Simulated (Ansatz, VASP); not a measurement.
Two plane-wave programs on B

```xyz
6
Lattice="3.2217 0.0000 0.0000 -1.6109 2.7901 0.0000 0.0000 0.0000 4.9048" Properties=species:S:1:pos:R:3 pbc="T T T"
B     0.0000    1.4983    1.2262
B     0.3133    2.0410    2.8612
B    -0.3133    2.0410    4.4961
B     1.6109    1.2918    3.6786
B     1.2975    0.7491    0.4087
B     1.9242    0.7491    2.0437
```

Alike in both runs: functional PBE; k mesh 12 × 12 × 8; occupations gaussian, width 0.1 eV; no spin polarisation.

Ansatz relaxed the structure, and its values are those at the end. VASP's run is a single point on that final structure, the one shown.

```csv
,VASP,Ansatz
version,VASP 6.6.1,Ansatz 0.2.0
potentials or method,"VASP PAW PBE potentials, release 64 (B), cutoff 520 eV","scalar-relativistic, plane waves, PAW"
valence electrons in the cell,18,18
```

|  | VASP | Ansatz | Ansatz less VASP |
| --- | --- | --- | --- |
| gap on the k mesh at the Fermi level (eV) | none | none | - |
| pressure (GPa) | 0.0 | 0.0 | +0.03 |

A gap of «none» marks a metal or a gap that the smearing closes.
